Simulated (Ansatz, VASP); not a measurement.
# Ca2ScGaC6N6 in VASP and in Ansatz

Contents of INCAR:

```
  PREC = Accurate
  ENCUT = 520
  EDIFF = 1E-6
  ISMEAR = 0
  SIGMA = 0.1
  LREAL = Auto
  LASPH = T
  NELM = 150
  ALGO = Normal
  ISIF = 2
  LWAVE = F
  LCHARG = T
  ISPIN = 2
  MAGMOM = 0 0 0 0 1 1 1 1 1 1 1 1 1 1 1 1
  LORBIT = 11
  LMAXMIX = 4
  GGA = PE
  LELF = T
  LVHAR = T
  NBANDS = 67
```

Contents of KPOINTS:

```
regular mesh
0
Gamma
  4 4 4
```

File POSCAR:

```
Ca2ScGaC6N6
1.0
    0.0000000000      5.1860000000      5.1860000000
    5.1860000000      0.0000000000      5.1860000000
    5.1860000000      5.1860000000      0.0000000000
Ca Sc Ga C N
2 1 1 6 6
Direct
    0.2500000000      0.2500000000      0.2500000000
    0.7500000000      0.7500000000      0.7500000000
    0.5000000000      0.5000000000      0.5000000000
    0.0000000000      0.0000000000      0.0000000000
    0.8172001500      0.1827998500      0.1827998500
    0.1827998500      0.8172001500      0.1827998500
    0.1827998500      0.1827998500      0.8172001500
    0.1827998500      0.8172001500      0.8172001500
    0.8172001500      0.1827998500      0.8172001500
    0.8172001500      0.8172001500      0.1827998500
    0.7043964500      0.2956035500      0.2956035500
    0.2956035500      0.7043964500      0.2956035500
    0.2956035500      0.2956035500      0.7043964500
    0.2956035500      0.7043964500      0.7043964500
    0.7043964500      0.2956035500      0.7043964500
    0.7043964500      0.7043964500      0.2956035500
```

Input for Ansatz:

```yaml
crystal:
  lattice:
    - [0.0, 5.186, 5.186]
    - [5.186, 0.0, 5.186]
    - [5.186, 5.186, 0.0]
  atoms:
    - { symbol: Ca, position: [0.25, 0.25, 0.25] }
    - { symbol: Ca, position: [0.75, 0.75, 0.75] }
    - { symbol: Sc, position: [0.5, 0.5, 0.5] }
    - { symbol: Ga, position: [0.0, 0.0, 0.0] }
    - { symbol: C, position: [0.81720015, 0.18279985, 0.18279985], spin: 1.0 }
    - { symbol: C, position: [0.18279985, 0.81720015, 0.18279985], spin: 1.0 }
    - { symbol: C, position: [0.18279985, 0.18279985, 0.81720015], spin: 1.0 }
    - { symbol: C, position: [0.18279985, 0.81720015, 0.81720015], spin: 1.0 }
    - { symbol: C, position: [0.81720015, 0.18279985, 0.81720015], spin: 1.0 }
    - { symbol: C, position: [0.81720015, 0.81720015, 0.18279985], spin: 1.0 }
    - { symbol: "N", position: [0.70439645, 0.29560355, 0.29560355], spin: 1.0 }
    - { symbol: "N", position: [0.29560355, 0.70439645, 0.29560355], spin: 1.0 }
    - { symbol: "N", position: [0.29560355, 0.29560355, 0.70439645], spin: 1.0 }
    - { symbol: "N", position: [0.29560355, 0.70439645, 0.70439645], spin: 1.0 }
    - { symbol: "N", position: [0.70439645, 0.29560355, 0.70439645], spin: 1.0 }
    - { symbol: "N", position: [0.70439645, 0.70439645, 0.29560355], spin: 1.0 }
basis:
  ecutwfc: 420
kpoints:
  mp_grid: { grid: [4, 4, 4] }
hamiltonian:
  xc: pbe
scf:
  occupations: { method: gaussian, width: 0.1 }
  lower_state_search: "off"
output:
  forces: true
  stress: true
  eigenvalues: true
  populations: true
magnetization:
  spin_polarized: true
```

Alike in both runs: task single point; functional PBE; k mesh 4 × 4 × 4; occupations gaussian, width 0.1 eV; collinear spin.

|  | VASP | Ansatz |
| --- | --- | --- |
| version | VASP 6.6.1 | Ansatz 0.2.0 |
| potentials or method | VASP PAW PBE potentials, release 64 (Ca_sv, Sc_sv, Ga_d, C, N), cutoff 520 eV | scalar-relativistic, plane waves, PAW |
| valence electrons in the cell | 98 | 98 |

```csv
,VASP,Ansatz,Ansatz less VASP
gap on the k mesh at the Fermi level (eV),none,none,-
pressure (GPa),12.9,12.5,-0.43
rms of the force components (eV/Å),0.781,0.785,+0.0040
net moment per atom (μB),0.00,0.00,0.000
```

Atom by atom the forces differ by 0.192 eV/Å (rms over components). A gap of «none» marks a metal or a gap that the smearing closes. Ansatz's warnings: seeded moment not kept.

Noted on VASP's run: the standard files for N, O and F lose accuracy on very short bonds.
